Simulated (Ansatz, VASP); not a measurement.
CdS: VASP beside Ansatz

```
Cd S
1.0
     4.13700    0.00000    0.00000
    -2.06850    3.58275    0.00000
     0.00000    0.00000    6.71600
Cd S
2 2
Direct
  0.33333 0.66667 0.00000
  0.66667 0.33333 0.50000
  0.33333 0.66667 0.37700
  0.66667 0.33333 0.87700
```

Alike in both runs: task single point; functional LDA; k mesh 6 × 6 × 4; occupations gaussian, width 0.1 eV; no spin polarisation.

```csv
,VASP,Ansatz
version,VASP 6.6.1,Ansatz 0.2.0
potentials or method,"VASP PAW LDA potentials, release 64 (Cd, S), cutoff 500 eV","scalar-relativistic, plane waves, PAW"
valence electrons in the cell,36,52
```

|  | VASP | Ansatz | Ansatz less VASP |
| --- | --- | --- | --- |
| gap on the k mesh at the Fermi level (eV) | 0.96 | 0.94 | -0.027 |
| least direct gap on the mesh (eV) | 0.96 | 0.94 | -0.027 |
| pressure (GPa) | -2.2 | -2.6 | -0.43 |
| traceless stress, the component that is largest in VASP (GPa) | 0.10 | 0.10 | +0.001 |

Ansatz warns that its potentials were made for another functional, while VASP's fit it. LDA's correlation is that of Perdew and Zunger in VASP and of Perdew and Wang (1992) in Ansatz. VASP's potentials hold 36 valence electrons a cell and Ansatz's 52, so a difference there can come from the potentials and not from the codes.
